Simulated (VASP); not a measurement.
Runs of VASP 6.6.1 on AlCu3. The structure is that of space group Fm-3m (No. 225), or close to it. The cells are those of the table. 

```tsv
task	cell	cutoff (eV)	gap on the mesh (eV)	pressure (GPa)
single point	a = 4.158 Å, angles 60.0°, 4 atoms	520	none	-7.2
relaxation of cell and atoms	relaxed from a = 4.084 Å, angles 60.0°, 4 atoms	600	none	-0.1
single point	a = 3.995 Å, angles 60.0°, 4 atoms	520	none	11.3
single point	a = 4.037 Å, angles 60.0°, 4 atoms	520	none	(a)
single point	a = 4.118 Å, angles 60.0°, 4 atoms	520	none	-3.4
```

Alike in all rows: level PBEsol; potentials or basis VASP PAW PBE potentials, release 64 (Al, Cu); no spin polarisation; k mesh 12 × 12 × 12; smearing gaussian 0.1 eV.

**Question.** Fill in the values left out.

**Answer.** (a) 5.5.

Caveats: the PAW data sets were made with another functional, which shifts forces and pressure a little; the cell stands under tension (at least some runs); the cell stands under pressure (at least some runs).

A gap of «none» marks levels without a gap at the run's occupations.
